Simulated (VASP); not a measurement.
Set up this calculation in VASP 6.6.1, as the native input.

| Property | Result |
| --- | --- |
| Task | relaxation of cell and atoms |
| Functional | LDA |
| Potentials or basis | VASP PAW LDA potentials, release 64 (Cl, Se, Li_sv) |
| Cutoff | 600 eV |
| k mesh | 4 × 4 × 4 |
| Occupations | methfessel-paxton, width 0.01 eV |
| Spin | no spin polarisation |
| Dipole correction | no |
| Further INCAR settings | ALGO = Normal; EDIFF = 1e-07; IBRION = 2; EDIFFG = -0.03; NSW = 80; ISIF = 3 |

The structure of Li3SeCl lies in POSCAR:

```
Li3SeCl
1.0
    4.6685000563      0.0000000000      0.0000000000
    0.0000000000      4.6685000563      0.0000000000
    0.0000000000      0.0000000000      4.6685000563
Cl Se Li
1 1 3
Direct
    0.0000000000      0.0000000000      0.0000000000
    0.5000000000      0.5000000000      0.5000000000
    0.5000000000      0.5000000000      0.0000000000
    0.0000000000      0.5000000000      0.5000000000
    0.5000000000      0.0000000000      0.5000000000
```

These files were run (other wordings do the same):

INCAR

```
PREC = Accurate
ENCUT = 600
EDIFF = 1E-7
ISMEAR = 1
SIGMA = 0.01
LREAL = False
LASPH = True
NELM = 80
ALGO = Normal
ISIF = 3
LWAVE = False
LCHARG = False
IBRION = 2
NSW = 80
EDIFFG = -0.03
```

KPOINTS

```
Automatic mesh
0
Gamma
  4 4 4
```

Potentials or basis: VASP PAW LDA potentials, release 64 (Cl, Se, Li_sv).

The run is started by

```console
$ cat potpaw_LDA.64/Cl/POTCAR potpaw_LDA.64/Se/POTCAR potpaw_LDA.64/Li_sv/POTCAR > POTCAR
$ mpirun -np 1 vasp_std > vasp.out
```

It gave:

```yaml
Pressure_after_relaxing: 0.0 GPa
Band_gap_on_the_k_mesh: 3.59 eV (least direct gap 3.63 eV)
```

Caveat: the cutoff is under 1.25 times the usual one of these potentials, so pressure, stress and relaxed cells hold a basis-set (Pulay) error; the relaxation stopped at its first step, so nothing moved.

Wall time 18 s on 1 thread of AMD EPYC 7R43 64-Core Processor (Zen 3) (shared host), peak memory 0.16 GiB.
